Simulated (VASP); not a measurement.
# Cr (Im-3m) in VASP: notebook

The runs below take Cr through single point, with PBEsol.

Everything below comes from runs of VASP 6.6.1. Logs are shortened: lines on timing, memory, paths and dates and some standing lists are left out, and cuts for length are marked.

## Step 1: The cell of the first run

It takes space group Im-3m (No. 229, cubic). Conventional cell: a = 2.969 Å, b = 2.969 Å, c = 2.969 Å, α = 90.00°, β = 90.00°, γ = 90.00°. Cr (site symmetry m-3m) has 14 Cr at 2.57 to 2.97 Å within 3.4 Å.

## Step 2: Single point, PBEsol, collinear spin, antiferromagnetic start

INCAR

```
SYSTEM = Cr
PREC = Accurate
ENCUT = 520
EDIFF = 1E-7
ISMEAR = 0
SIGMA = 0.15
LREAL = .False.
LASPH = .True.
NELM = 150
ALGO = Normal
ISIF = 2
LWAVE = .False.
LCHARG = .True.
ISPIN = 2
MAGMOM = -1.69 1.69
LORBIT = 11
LMAXMIX = 4
GGA = PS
LELF = .True.
LVHAR = .True.
NBANDS = 23
```

KPOINTS

```
Automatic mesh
0
Gamma
  16 16 16
  0 0 0
```

POSCAR

```
Cr
1.0
    2.9688993551      0.0000000000      0.0000000000
    0.0000000000      2.9688993551      0.0000000000
    0.0000000000      0.0000000000      2.9688993551
Cr
2
Direct
    0.0000000000      0.0000000000      0.0000000000
    0.5000000000      0.5000000000      0.5000000000
```

Potentials or basis: VASP PAW PBE potentials, release 64 (Cr_pv).

Run with:

```bash
$ cat potpaw_PBE.64/Cr_pv/POTCAR > POTCAR
$ mpirun -np 1 vasp_std > vasp.out
```

OUTCAR:

```text
SYSTEM = Cr
   PREC = Accurate
   ENCUT = 520
   EDIFF = 1E-7
   ISMEAR = 0
   LREAL = .False.
   LASPH = .True.
   NELM = 150
   ISIF = 2
   ISPIN = 2
   LORBIT = 11
   GGA = PS

 ion  position               nearest neighbor table
   1  0.000  0.000  0.000-   2 2.57   2 2.57   2 2.57   2 2.57   2 2.57   2 2.57   2 2.57   2 2.57

   2  0.500  0.500  0.500-   1 2.57   1 2.57   1 2.57   1 2.57   1 2.57   1 2.57   1 2.57   1 2.57

  LATTYP: Found a simple cubic cell.
 ALAT       =     2.9688993551

  Lattice vectors:

 A1 = (   2.9688993551,   0.0000000000,   0.0000000000)
 A2 = (   0.0000000000,   2.9688993551,   0.0000000000)
 A3 = (   0.0000000000,   0.0000000000,   2.9688993551)

Analysis of symmetry for initial positions (statically):
=====================================================================
 Subroutine PRICEL returns following result:

  LATTYP: Found a body centered cubic cell.
 ALAT       =     2.9688993551
[... 12 lines left out ...]
 Subroutine GETGRP returns: Found 48 space group operations
 (whereof 48 operations were pure point group operations)
 out of a pool of 48 trial point group operations.

The static configuration has the point symmetry O_h .

Analysis of symmetry for dynamics (positions and initial velocities):
=====================================================================
 Subroutine PRICEL returns following result:

  LATTYP: Found a body centered cubic cell.
 ALAT       =     2.9688993551
[... 12 lines left out ...]
 Subroutine GETGRP returns: Found 48 space group operations
 (whereof 48 operations were pure point group operations)
 out of a pool of 48 trial point group operations.

The dynamic configuration has the point symmetry O_h .

Analysis of structural, dynamic, and magnetic symmetry:
=====================================================================
 Subroutine PRICEL returns following result:

  LATTYP: Found a body centered cubic cell.
 ALAT       =     2.9688993551
[... 12 lines left out ...]
 Subroutine GETGRP returns: Found 48 space group operations
 (whereof 48 operations were pure point group operations)
 out of a pool of 48 trial point group operations.

The overall configuration has the point symmetry O_h .

 Subroutine INISYM returns: Found 48 space group operations
 (whereof 48 operations are pure point group operations),
 and found     2 'primitive' translations

----------------------------------------------------------------------------------------

                                     Primitive cell

  volume of cell :      13.0845

  direct lattice vectors                    reciprocal lattice vectors
     1.484449678  1.484449678 -1.484449678     0.336825160  0.336825160  0.000000000
[... 110 lines left out ...]
   LHFCALC =     F    Hartree Fock is set to
   AEXX    =    0.0000 exact exchange contribution
   IVDW    =     0    specifies the selected vdW correction
   LEPSILON=     F    determine dielectric tensor
   LRPA    =     F    only Hartree local field effects (RPA)
 spin polarized calculation
 Gauss-broadening in eV      SIGMA  =   0.15
  energy-cutoff  :      520.00
  volume of cell :       26.17
 maximum number of plane-waves:       739
 NGX is ok and might be reduce to    24
   NGX = 11   NGY = 11   NGZ = 11

 number of electron      24.0000016 magnetization      -0.0000000

 number of electron      24.0000016 magnetization       0.0000000

 Free energy of the ion-electron system (eV)
  ---------------------------------------------------
  ext. energy  EPLUGINS =         0.00000000
  ---------------------------------------------------
  free energy    TOTEN  =       -20.16718437 eV

  energy without entropy =      -20.16096635  energy(sigma->0) =      -20.16407536

 E-fermi :   9.1797     XC(G=0): -13.0770

 val. band max:        9.1679841972   @ k =   0.4375   0.1250   0.0000
 cond. band min:       9.1834611183   @ k =   0.5000   0.1250   0.0625
 fundamental gap:      0.0154769212
 Fermi energy:         9.1796798279

 spin component 1

 k-point     1 :       0.0000    0.0000    0.0000
  band No.  band energies     occupation
      1     -34.4104      1.00000
      2     -34.4104      1.00000
      3     -34.4104      1.00000
      4     -32.6692      1.00000
      5     -32.6692      1.00000
      6     -32.6692      1.00000
[... 613 lines left out ...]
     22      23.1464      0.00000
     23      26.0950      0.00000

 [... further k-points ...]

 spin component 2

 k-point     1 :       0.0000    0.0000    0.0000
  band No.  band energies     occupation
      1     -34.4104      1.00000
      2     -34.4104      1.00000
      3     -34.4104      1.00000
      4     -32.6692      1.00000
      5     -32.6692      1.00000
      6     -32.6692      1.00000
[... 613 lines left out ...]
     22      23.1464      0.00000
     23      26.0950      0.00000

 [... further k-points ...]

------------------------ aborting loop because EDIFF is reached ----------------------------------------

  FORCE on cell =-STRESS in cart. coord.  units (eV):
  Direction    XX          YY          ZZ          XY          YZ          ZX
  --------------------------------------------------------------------------------------
  -------------------------------------------------------------------------------------
  Total       -3.5945877     -3.5945877     -3.5945877     -0.0000000      0.0000000     -0.0000000
  in kB     -220.0762791   -220.0762791   -220.0762791     -0.0000000      0.0000000     -0.0000000
  external PRESSURE =    -220.0762791 kB  Pullay stress =       0.0000000 kB

 VOLUME and BASIS-vectors are now :
 -----------------------------------------------------------------------------
  energy-cutoff  :      520.00
  volume of cell :       26.17
      direct lattice vectors                 reciprocal lattice vectors
     2.968899355  0.000000000  0.000000000     0.336825160  0.000000000  0.000000000
     0.000000000  2.968899355  0.000000000     0.000000000  0.336825160  0.000000000
     0.000000000  0.000000000  2.968899355     0.000000000  0.000000000  0.336825160

 POSITION                                       TOTAL-FORCE (eV/Angst)
 -----------------------------------------------------------------------------------
      0.00000      0.00000      0.00000        -0.000000     -0.000000     -0.000000
      1.48445      1.48445      1.48445         0.000000      0.000000      0.000000
 -----------------------------------------------------------------------------------
    total drift:                                0.000000      0.000000     -0.000000

  FREE ENERGIE OF THE ION-ELECTRON SYSTEM (eV)
  ---------------------------------------------------
  free  energy   TOTEN  =       -20.1671843718 eV

  energy  without entropy=      -20.1609663464  energy(sigma->0) =      -20.16407536

 total charge

# of ion       s       p       d       tot
------------------------------------------
    1        0.389   6.332   4.098  10.820
    2        0.389   6.332   4.098  10.820
--------------------------------------------------
tot          0.778  12.665   8.196  21.639

 magnetization (x)

# of ion       s       p       d       tot
------------------------------------------
    1       -0.017  -0.013  -1.663  -1.693
    2        0.017   0.013   1.663   1.693
--------------------------------------------------
tot          0.000   0.000   0.000   0.000
```

OSZICAR:

```text
N       E                     dE             d eps       ncg     rms          rms(c)
DAV:   1     0.242957310553E+03    0.24296E+03   -0.13303E+04 15196   0.125E+03
DAV:   2    -0.157295654326E+02   -0.25869E+03   -0.24935E+03 15446   0.375E+02
DAV:   3    -0.237850875783E+02   -0.80555E+01   -0.80034E+01 18463   0.788E+01
DAV:   4    -0.238605815730E+02   -0.75494E-01   -0.75394E-01 17594   0.756E+00
DAV:   5    -0.238616216255E+02   -0.10401E-02   -0.10396E-02 16593   0.853E-01    0.180E+01
DAV:   6    -0.201051641430E+02    0.37565E+01   -0.12295E+01 16328   0.404E+01    0.611E+00
DAV:   7    -0.201444349527E+02   -0.39271E-01   -0.52668E-01 16034   0.720E+00    0.304E+00
DAV:   8    -0.201497221327E+02   -0.52872E-02   -0.47636E-02 16890   0.117E+00    0.134E+00
DAV:   9    -0.201593980921E+02   -0.96760E-02   -0.19081E-01 18479   0.196E+00    0.704E-01
DAV:  10    -0.201623203012E+02   -0.29222E-02   -0.87368E-03 16664   0.577E-01    0.505E-01
DAV:  11    -0.201669182040E+02   -0.45979E-02   -0.78911E-02 18158   0.130E+00    0.242E-01
DAV:  12    -0.201671720843E+02   -0.25388E-03   -0.20438E-03 16293   0.261E-01    0.653E-02
DAV:  13    -0.201671806381E+02   -0.85537E-05   -0.36061E-05 16888   0.502E-02    0.328E-02
DAV:  14    -0.201671827851E+02   -0.21470E-05   -0.71339E-05 17359   0.394E-02    0.170E-02
DAV:  15    -0.201671846921E+02   -0.19070E-05   -0.68288E-06 16636   0.141E-02    0.283E-03
DAV:  16    -0.201671844118E+02    0.28034E-06   -0.22030E-06 17908   0.615E-03    0.115E-03
DAV:  17    -0.201671843718E+02    0.39919E-07   -0.73399E-08  8444   0.219E-03
   1 F= -.20167184E+02 E0= -.20164075E+02  d E =-.621803E-02  mag=     0.0000
```

stdout:

```text
POSCAR found type information on POSCAR Cr
 POSCAR found :  1 types and       2 ions
 scaLAPACK will be used
 -----------------------------------------------------------------------------
|                                                                             |
|                                                                             |
|     You enforced a specific xc type in the INCAR file but a different       |
|     I HOPE YOU KNOW WHAT YOU ARE DOING!                                     |
|                                                                             |
 -----------------------------------------------------------------------------

 LDA part: xc-table for (Slater+PW92), standard interpolation
 POSCAR, INCAR and KPOINTS ok, starting setup
 FFT: planning ... GRIDC
 FFT: planning ... GRID_SOFT
 FFT: planning ... GRID
 WAVECAR not read
 entering main loop
```

Run time: 99 s. Hardware: 1 thread of Intel Xeon Platinum 8488C (Sapphire Rapids), shared host; peak memory 0.24 GiB.

Results:

| Property | Result |
| --- | --- |
| Free energy | -20.1672 eV |
| Pressure | -22.0 GPa |
| Band gap on the k mesh | zero (filled and empty bands overlap) |
| Net moment | 0.00 μB per cell |
| Site moments | Cr -1.69, +1.69 μB |
| Valence electrons inside the program's atomic spheres | Cr 10.82 |

Caveat: the cell stands under tension; an empty level that is flat over the whole mesh can mark a ghost state of the potentials, or a narrow d or f band; the PAW data sets were made with another functional, which shifts forces and pressure a little.

## Step 3: Single point, PBEsol, collinear spin, antiferromagnetic start

INCAR

```
PREC = Accurate
ENCUT = 520
EDIFF = 1E-7
ISMEAR = 0
SIGMA = 0.15
LREAL = False
LASPH = True
NELM = 150
ALGO = Fast
ISIF = 2
LWAVE = False
LCHARG = True
ISPIN = 2
MAGMOM = -1.69 1.69
LORBIT = 11
LMAXMIX = 4
GGA = PS
LELF = True
LVHAR = True
NBANDS = 23
```

KPOINTS

```
Automatic mesh
0
Gamma
  18 18 18
```

POSCAR is that of step 2.

Potentials or basis: VASP PAW PBE potentials, release 64 (Cr_pv).

Run with:

```bash
$ cat potpaw_PBE.64/Cr_pv/POTCAR > POTCAR
$ mpirun -np 1 vasp_std > vasp.out
```

Run time: 2.2 min. Hardware: 1 thread of Intel Xeon Platinum 8488C (Sapphire Rapids), shared host; peak memory 0.28 GiB.

Results (log left out):

```
Free energy                                           : -20.1674 eV
Pressure                                              : -22.0 GPa
Band gap on the k mesh                                : zero (filled and empty bands overlap)
Net moment                                            : 0.00 μB per cell
Site moments                                          : Cr -1.69, +1.69 μB
Valence electrons inside the program's atomic spheres : Cr 10.82
```

Levels at points of the mesh, in eV from the Fermi level:
Spin up:
```tsv
k point	band 9	band 10	band 11	band 12	band 13	band 14	band 15	band 16
(0.00, 0.00, 0.00)	-3.62	-0.82	-0.82	-0.82	1.20	1.20	2.50	2.50
(0.50, 0.00, 0.00)	-1.97	-0.92	-0.92	-0.75	-0.06	0.56	0.56	1.60
(0.50, 0.50, 0.00)	-2.06	-2.06	0.67	0.84	0.84	0.90	1.39	2.14
(0.50, 0.50, 0.50)	-2.45	-1.44	-1.44	-1.44	0.72	0.72	2.19	2.19
```
Spin down:
| k point | band 8 | band 9 | band 10 | band 11 | band 12 | band 13 | band 14 | band 15 | band 16 | band 17 |
| --- | --- | --- | --- | --- | --- | --- | --- | --- | --- | --- |
| (0.00, 0.00, 0.00) | -3.62 | -3.62 | -0.82 | -0.82 | -0.82 | 1.20 | 1.20 | 2.50 | 2.50 | 2.50 |
| (0.50, 0.00, 0.00) | -3.53 | -1.97 | -0.92 | -0.92 | -0.75 | -0.06 | 0.56 | 0.56 | 1.60 | 1.61 |
| (0.50, 0.50, 0.00) | -3.77 | -2.06 | -2.06 | 0.67 | 0.84 | 0.84 | 0.90 | 1.39 | 2.14 | 2.74 |
| (0.50, 0.50, 0.50) | -2.45 | -2.45 | -1.44 | -1.44 | -1.44 | 0.72 | 0.72 | 2.19 | 2.19 | 6.14 |

Caveat: the cell stands under tension; an empty level that is flat over the whole mesh can mark a ghost state of the potentials, or a narrow d or f band; the PAW data sets were made with another functional, which shifts forces and pressure a little.
